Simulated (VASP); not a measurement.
**ZrCu: single point with LDA**

Crystal: ZrCu.

```
CELL_PARAMETERS angstrom
2.74340 0.00000 0.00000
0.00000 2.74340 0.00000
0.00000 0.00000 2.74340
ATOMIC_POSITIONS crystal
Zr 0.50000 0.50000 0.50000
Cu 0.00000 0.00000 0.00000
```

* Program: VASP 6.6.1
* Task: single point
* Functional: LDA
* Potentials or basis: VASP PAW LDA potentials, release 64 (Zr_sv, Cu)
* Cutoff: 520 eV
* k mesh: 11 × 11 × 11
* Occupations: fermi-dirac, width 0.05 eV
* Spin: no spin polarisation
* Dipole correction: no
* Further INCAR settings: ALGO = Normal; EDIFF = 1e-06; NBANDS = 18

```json
{"Pressure": "161.2 GPa", "Band gap on the k mesh": "zero (an odd number of electrons rules out a gap without spin polarisation)"}
```

Levels at points of the mesh, in eV from the Fermi level:
| k point | band 9 | band 10 | band 11 | band 12 | band 13 | band 14 | band 15 | band 16 |
| --- | --- | --- | --- | --- | --- | --- | --- | --- |
| (0.00, 0.00, 0.00) | -5.08 | -5.08 | -0.40 | -0.40 | 6.81 | 6.81 | 6.81 | 10.35 |

Wall time 29 s on 1 thread of Intel Xeon 8259CL, with other jobs on the host, peak memory 0.14 GiB.

Caveat: the cell stands under pressure.
